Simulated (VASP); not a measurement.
A run of VASP 6.6.1 is set up as follows.

INCAR

```
SYSTEM = TePb
PREC = Accurate
ENCUT = 520
EDIFF = 1E-7
ISMEAR = 0
SIGMA = 0.01
LREAL = .False.
LASPH = .True.
NELM = 100
ALGO = Normal
ISIF = 2
LWAVE = .False.
LCHARG = .False.
GGA = PS
IVDW = 12
NBANDS = 17
```

File KPOINTS:

```
regular mesh
0
Gamma
  4 4 4
  0 0 0
```

Contents of POSCAR:

```
TePb
1.0
    0.0000000000      3.2310000000      3.2310000000
    3.2310000000      0.0000000000      3.2310000000
    3.2310000000      3.2310000000      0.0000000000
Te Pb
1 1
Direct
    0.5000000000      0.5000000000      0.5000000000
    0.0000000000      0.0000000000      0.0000000000
```

Potentials or basis: VASP PAW PBE potentials, release 64 (Te, Pb_d).

Run with:

```console
$ cat potpaw_PBE.64/Te/POTCAR potpaw_PBE.64/Pb_d/POTCAR > POTCAR
$ mpirun -np 1 vasp_std > vasp.out
```

**Question.** Estimate the pressure.

**Answer.** -2.3 GPa.

**Question.** Predict the dispersion energy per atom.

**Answer.** -0.404 eV.

**Question.** Estimate the band gap on the k mesh.

**Answer.** 0.67 eV, direct.

Caveat: the k points lie up to 0.42 Å⁻¹ apart; three body term missing; the PAW data sets were made with another functional, which shifts forces and pressure a little; spin-orbit coupling is left out, which moves the levels of the heavy elements. A k mesh can miss the band edges.
